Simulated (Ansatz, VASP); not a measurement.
One calculation of CaO, two programs

```
CELL_PARAMETERS angstrom
4.30023 0.00000 0.00000
-2.15011 3.72410 0.00000
0.00000 0.00000 4.12345
ATOMIC_POSITIONS crystal
Ca 0.33333 0.66667 0.75000
Ca 0.66667 0.33333 0.25000
O 0.33333 0.66667 0.25000
O 0.66667 0.33333 0.75000
```

Alike in both runs: task single point; functional LDA; k mesh 9 × 9 × 6; occupations gaussian, width 0.05 eV; no spin polarisation.

```csv
,VASP,Ansatz
version,VASP 6.6.1,Ansatz 0.2.0
potentials or method,"VASP PAW LDA potentials, release 64 (Ca_sv, O), cutoff 520 eV","scalar-relativistic, plane waves, PAW"
valence electrons in the cell,32,32
```

VASP gave:

- gap on the k mesh at the Fermi level (eV): 1.57
- least direct gap on the mesh (eV): 1.57
- pressure (GPa): 8.8
- traceless stress, the component that is largest in VASP (GPa): 33.43

Q: Which values does Ansatz return?

A: gap on the k mesh at the Fermi level (eV): 1.61; least direct gap on the mesh (eV): 1.61; pressure (GPa): 7.8; traceless stress, the component that is largest in VASP (GPa): 32.04.

LDA's correlation is that of Perdew and Zunger in VASP and of Perdew and Wang (1992) in Ansatz.
